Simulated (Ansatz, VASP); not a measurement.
One calculation of Se, two programs

```xyz
3
Lattice="5.0648 0.0000 0.0000 -2.5324 4.3862 0.0000 0.0000 0.0000 2.6596" Properties=species:S:1:pos:R:3 pbc="T T T"
Se    0.0000    0.0000    0.0000
Se    0.0000    2.9242    1.3298
Se    2.5324    1.4621    1.3298
```

Alike in both runs: functional PBEsol; k mesh 6 × 6 × 6; occupations gaussian, width 0.1 eV; no spin polarisation.

Ansatz relaxed the structure, and its values are those at the end. VASP's run is a single point on that final structure, the one shown.

```csv
,VASP,Ansatz
version,VASP 6.6.1,Ansatz 0.2.0
potentials or method,"VASP PAW PBE potentials, release 64 (Se), cutoff 520 eV","scalar-relativistic, plane waves, PAW"
valence electrons in the cell,18,48
```

|  | VASP | Ansatz | Ansatz less VASP |
| --- | --- | --- | --- |
| gap on the k mesh at the Fermi level (eV) | none | none | - |
| pressure (GPa) | -0.1 | -0.2 | -0.10 |

VASP's potentials were made for PBE, not for PBEsol. A gap of «none» marks a metal or a gap that the smearing closes. VASP's potentials hold 18 valence electrons a cell and Ansatz's 48, so a difference there can come from the potentials and not from the codes.

The k mesh is coarse, so the values compare programs but aren't converged.
